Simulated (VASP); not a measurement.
# MnAs (P6_3/mmc) in VASP: single point with PBE

Aim: the single point of MnAs with PBE.

All numbers are computed with VASP 6.6.1; they aren't measurements. Logs are shortened: lines on timing, memory, paths and dates and some standing lists are left out, and cuts for length are marked.

## (1) The cell of the first run

Symmetry: P6_3/mmc, No. 194, hexagonal system. Conventional cell: a = 3.684 Å, b = 3.684 Å, c = 5.528 Å, α = 90.00°, β = 90.00°, γ = 120.00°. Mn (site symmetry -3m) has 6 As at 2.54 Å and 2 Mn at 2.76 Å within 3.3 Å. As (site symmetry -6m2) has 6 Mn at 2.54 Å within 3.3 Å.

## (2) Single point, PBE, collinear spin, ferromagnetic start (16.24 Å³/atom)

INCAR reads:

```
  PREC = Accurate
  ENCUT = 520
  EDIFF = 1E-7
  ISMEAR = 0
  SIGMA = 0.05
  LREAL = F
  LASPH = T
  NELM = 150
  ALGO = Normal
  ISIF = 2
  LWAVE = F
  LCHARG = F
  ISPIN = 2
  MAGMOM = 3.14 3.14 0 0
  LORBIT = 11
  LMAXMIX = 4
  GGA = PE
  NBANDS = 30
```

KPOINTS reads:

```
Automatic mesh
0
Gamma
  12 12 8
```

POSCAR reads:

```
MnAs
1.0
    3.6835560349      0.0000000000      0.0000000000
   -1.8417780175      3.1900531025      0.0000000000
    0.0000000000      0.0000000000      5.5277771910
Mn As
2 2
Direct
    0.0000000000      0.0000000000      0.0000000000
    0.0000000000      0.0000000000      0.5000000000
    0.3333333333      0.6666666667      0.2500000000
    0.6666666667      0.3333333333      0.7500000000
```

Potentials or basis: VASP PAW PBE potentials, release 64 (Mn_pv, As).

Started as:

```sh
cat potpaw_PBE.64/Mn_pv/POTCAR potpaw_PBE.64/As/POTCAR > POTCAR
mpirun -np 1 vasp_std > vasp.out
```

OUTCAR:

```text
PREC = Accurate
   ENCUT = 520
   EDIFF = 1E-7
   ISMEAR = 0
   LREAL = F
   LASPH = T
   NELM = 150
   ISIF = 2
   ISPIN = 2
   LORBIT = 11
   GGA = PE

 ion  position               nearest neighbor table
   1  0.000  0.000  0.000-   3 2.54   4 2.54   4 2.54   3 2.54   4 2.54   3 2.54   2 2.76   2 2.76

   2  0.000  0.000  0.500-   3 2.54   4 2.54   4 2.54   3 2.54   4 2.54   3 2.54   1 2.76   1 2.76

   3  0.333  0.667  0.250-   1 2.54   2 2.54   1 2.54   2 2.54   1 2.54   2 2.54
   4  0.667  0.333  0.750-   1 2.54   2 2.54   1 2.54   2 2.54   1 2.54   2 2.54

  LATTYP: Found a hexagonal cell.
 ALAT       =     3.6835560349
 C/A-ratio  =     1.5006632555

  Lattice vectors:

 A1 = (   3.6835560349,   0.0000000000,   0.0000000000)
 A2 = (  -1.8417780175,   3.1900531025,   0.0000000000)
 A3 = (   0.0000000000,   0.0000000000,   5.5277771910)

Analysis of symmetry for initial positions (statically):
=====================================================================
 Subroutine PRICEL returns:
 Original cell was already a primitive cell.

 Routine SETGRP: Setting up the symmetry group for a
 hexagonal supercell.

 Subroutine GETGRP returns: Found 24 space group operations
 (whereof 12 operations were pure point group operations)
 out of a pool of 24 trial point group operations.

The static configuration has the point symmetry D_3d.
 The point group associated with its full space group is D_6h.

Analysis of symmetry for dynamics (positions and initial velocities):
=====================================================================
 Subroutine PRICEL returns:
 Original cell was already a primitive cell.

 Routine SETGRP: Setting up the symmetry group for a
 hexagonal supercell.

 Subroutine GETGRP returns: Found 24 space group operations
 (whereof 12 operations were pure point group operations)
 out of a pool of 24 trial point group operations.

The dynamic configuration has the point symmetry D_3d.
 The point group associated with its full space group is D_6h.

Analysis of structural, dynamic, and magnetic symmetry:
=====================================================================
 Subroutine PRICEL returns:
 Original cell was already a primitive cell.

 Routine SETGRP: Setting up the symmetry group for a
 hexagonal supercell.

 Subroutine GETGRP returns: Found 24 space group operations
 (whereof 12 operations were pure point group operations)
 out of a pool of 24 trial point group operations.

The overall configuration has the point symmetry D_3d.
 The point group associated with its full space group is D_6h.

 Subroutine INISYM returns: Found 24 space group operations
 (whereof 12 operations are pure point group operations),
 and found     1 'primitive' translations

----------------------------------------------------------------------------------------

                                     Primitive cell

  volume of cell :      64.9555

  direct lattice vectors                    reciprocal lattice vectors
     3.683556035  0.000000000  0.000000000     0.271476799  0.156737203  0.000000000
    -1.841778018  3.190053102  0.000000000     0.000000000  0.313474406  0.000000000
     0.000000000  0.000000000  5.527777191     0.000000000  0.000000000  0.180904542

  length of vectors
     3.683556035  3.683556035  5.527777191     0.313474406  0.313474406  0.180904542

  position of ions in fractional coordinates (direct lattice)
     0.000000000  0.000000000  0.000000000
     0.000000000  0.000000000  0.500000000
     0.333333333  0.666666667  0.250000000
     0.666666667  0.333333333  0.750000000

  ion indices of the primitive-cell ions
   primitive index   ion index
                 1           1
                 2           2
                 3           3
                 4           4

----------------------------------------------------------------------------------------

 KPOINTS: Automatic mesh

Automatic generation of k-mesh.
 Grid dimensions read from file:
 generate k-points for:   12   12    8

 Generating k-lattice:

  Cartesian coordinates                     Fractional coordinates (reciprocal lattice)
     0.022623067  0.013061434  0.000000000     0.083333333  0.000000000  0.000000000
     0.000000000  0.026122867  0.000000000     0.000000000  0.083333333  0.000000000
     0.000000000  0.000000000  0.022613068     0.000000000  0.000000000  0.125000000

  Length of vectors
     0.026122867  0.026122867  0.022613068

  Shift w.r.t. Gamma in fractional coordinates (k-lattice)
     0.000000000  0.000000000  0.000000000

 Subroutine IBZKPT returns following result:
 ===========================================

 Found     95 irreducible k-points:

 Following reciprocal coordinates:
            Coordinates               Weight
  0.000000  0.000000  0.000000      1.000000
  0.083333  0.000000  0.000000      6.000000
  0.166667  0.000000  0.000000      6.000000
  0.250000  0.000000  0.000000      6.000000
  0.333333  0.000000  0.000000      6.000000
  0.416667  0.000000  0.000000      6.000000
[... 16 lines left out ...]
  0.250000  0.000000  0.125000     12.000000
  0.333333  0.000000  0.125000     12.000000
 [... further k-points ...]
   k-points           NKPTS =     95   k-points in BZ     NKDIM =     95   number of bands    NBANDS=     30
   number of dos      NEDOS =    301   number of ions     NIONS =      4
   total plane-waves  NPLWV =  32928
   dimension x,y,z NGX =    28 NGY =   28 NGZ =   42
   dimension x,y,z NGXF=    56 NGYF=   56 NGZF=   84
   ions per type =               2   2
   NGX,Y,Z   is equivalent  to a cutoff of  12.64, 12.64, 12.63 a.u.
   NGXF,Y,Z  is equivalent  to a cutoff of  25.27, 25.27, 25.26 a.u.
 SYSTEM =  unknown system
   PREC   = accura    normal or accurate (medium, high low for compatibility)
   ISTART =      0    job   : 0-new  1-cont  2-samecut
   ICHARG =      2    charge: 1-file 2-atom 10-const
   ISPIN  =      2    spin polarized calculation?
   LNONCOLLINEAR =      F non collinear calculations
   LSORBIT =      F    spin-orbit coupling
   LASPH  =      T    aspherical Exc in radial PAW
   ENCUT  =  520.0 eV  38.22 Ry    6.18 a.u.   6.85  6.85 10.28*2*pi/ulx,y,z
   NELM   =    150;   NELMIN=  2; NELMDL= -5     # of ELM steps
   EDIFF  = 0.1E-06   stopping-criterion for ELM
   LREAL  =      F    real-space projection
   EDIFFG = 0.1E-05   stopping-criterion for IOM
   NSW    =      0    number of steps for IOM
   IBRION =     -1    ionic relax: 0-MD 1-quasi-New 2-CG
   NFREE  =      0    steps in history (QN), initial steepest desc. (CG)
   ISIF   =      2    stress and relaxation
   ISYM   =      2    0-nonsym 1-usesym 2-fastsym
   POTIM  = 0.5000    time-step for ionic-motion
   TEBEG  =    0.0;   TEEND  =   0.0 temperature during run
   PSTRESS=    0.0 pullay stress
   NELECT =      36.0000    total number of electrons
   NUPDOWN=      -1.0000    fix difference up-down
   EMIN   =  10.00;   EMAX   =-10.00  energy-range for DOS
   EFERMI =   0.00;   METHOD = LEGACY
   ISMEAR =     0;   SIGMA  =   0.05  broadening in eV -4-tet -1-fermi 0-gaus
   EFERMI_NEDOS =   21; number of points for ismear=-14 and -15
   IALGO  =     38    algorithm
   IMIX   =      4    mixing-type and parameters
     AMIX     =   0.40;   BMIX     =  1.00
     AMIX_MAG =   1.60;   BMIX_MAG =  1.00
  volume/ion in A,a.u.               =      16.24       109.59
  Fermi-wavevector in a.u.,A,eV,Ry     =   1.344736  2.541183 24.603625  1.808315
  Thomas-Fermi vector in A             =   2.472706
   LORBIT       =     11    0 simple, 1 ext, 2 COOP (PROOUT), +10 PAW based schemes
   GGA     = PE    functional components
   LHFCALC =     F    Hartree Fock is set to
   AEXX    =    0.0000 exact exchange contribution
   IVDW    =     0    specifies the selected vdW correction
   LEPSILON=     F    determine dielectric tensor
   LRPA    =     F    only Hartree local field effects (RPA)
 spin polarized calculation
 Gauss-broadening in eV      SIGMA  =   0.05
  energy-cutoff  :      520.00
  volume of cell :       64.96
 maximum number of plane-waves:      1774
 NGX is ok and might be reduce to    28
   NGX = 13   NGY = 13   NGZ = 21

 number of electron      35.9999978 magnetization       5.8369979

 Free energy of the ion-electron system (eV)
  ---------------------------------------------------
  ext. energy  EPLUGINS =         0.00000000
  ---------------------------------------------------
  free energy    TOTEN  =       -28.27311657 eV

  energy without entropy =      -28.26943365  energy(sigma->0) =      -28.27127511

 E-fermi :   7.2714     XC(G=0): -11.3813

 val. band max:        7.2644411338   @ k =   0.1667   0.0000   0.3750
 cond. band min:       7.2714688996   @ k =   0.0833   0.0833   0.3750
 fundamental gap:      0.0070277658
 Fermi energy:         7.2713747690

 spin component 1

 k-point     1 :       0.0000    0.0000    0.0000
  band No.  band energies     occupation
      1     -42.5564      1.00000
      2     -42.5564      1.00000
      3     -42.5431      1.00000
      4     -42.5431      1.00000
      5     -42.3521      1.00000
      6     -42.2192      1.00000
[... 781 lines left out ...]
     29      16.9479      0.00000
     30      17.2984      0.00000

 [... further k-points ...]

 spin component 2

 k-point     1 :       0.0000    0.0000    0.0000
  band No.  band energies     occupation
      1     -39.3436      1.00000
      2     -39.3348      1.00000
      3     -39.3348      1.00000
      4     -39.3191      1.00000
      5     -39.3191      1.00000
      6     -39.1905      1.00000
[... 781 lines left out ...]
     29      17.2720      0.00000
     30      17.6221      0.00000

 [... further k-points ...]
[... 5 lines left out ...]
  --------------------------------------------------------------------------------------
  -------------------------------------------------------------------------------------
  Total       -0.4939773     -0.4939773     -0.5035728      0.0000000      0.0000000      0.0000000
  in kB      -12.1843358    -12.1843358    -12.4210153      0.0000000      0.0000000      0.0000000
  external PRESSURE =     -12.2632290 kB  Pullay stress =       0.0000000 kB

 VOLUME and BASIS-vectors are now :
 -----------------------------------------------------------------------------
  energy-cutoff  :      520.00
  volume of cell :       64.96
      direct lattice vectors                 reciprocal lattice vectors
     3.683556035  0.000000000  0.000000000     0.271476799  0.156737203  0.000000000
    -1.841778018  3.190053102  0.000000000     0.000000000  0.313474406  0.000000000
     0.000000000  0.000000000  5.527777191     0.000000000  0.000000000  0.180904542

 POSITION                                       TOTAL-FORCE (eV/Angst)
 -----------------------------------------------------------------------------------
      0.00000      0.00000      0.00000         0.000000      0.000000     -0.000000
      0.00000      0.00000      2.76389         0.000000      0.000000     -0.000000
     -0.00000      2.12670      1.38194        -0.000000      0.000000      0.000000
      1.84178      1.06335      4.14583         0.000000     -0.000000      0.000000
 -----------------------------------------------------------------------------------
    total drift:                               -0.000000      0.000000      0.000000

  FREE ENERGIE OF THE ION-ELECTRON SYSTEM (eV)
  ---------------------------------------------------
  free  energy   TOTEN  =       -28.2731165731 eV

  energy  without entropy=      -28.2694336524  energy(sigma->0) =      -28.27127511

 total charge

# of ion       s       p       d       tot
------------------------------------------
    1        0.289   6.259   5.097  11.645
    2        0.289   6.259   5.097  11.645
    3        1.219   1.526   0.057   2.803
    4        1.219   1.526   0.057   2.803
--------------------------------------------------
tot          3.018  15.569  10.309  28.896

 magnetization (x)

# of ion       s       p       d       tot
------------------------------------------
    1        0.033   0.024   2.932   2.989
    2        0.033   0.024   2.932   2.989
    3        0.004  -0.133   0.007  -0.122
    4        0.004  -0.133   0.007  -0.122
--------------------------------------------------
tot          0.073  -0.217   5.879   5.735
```

Run time: 3.2 min. Hardware: 1 thread of Intel Xeon 6975P-C (Granite Rapids), shared host; peak memory 0.4 GiB.

Results:

```yaml
Free_energy: -28.2731 eV
Pressure: -1.2 GPa
Net_moment: 5.84 μB per cell
Site_moments: Mn +2.99; As -0.12 μB
Valence_electrons_inside_the_program's_atomic_spheres: Mn 11.64; As 2.80
```

Caveat: the run started ferromagnetic, and an antiferromagnetic order may lie lower in energy.
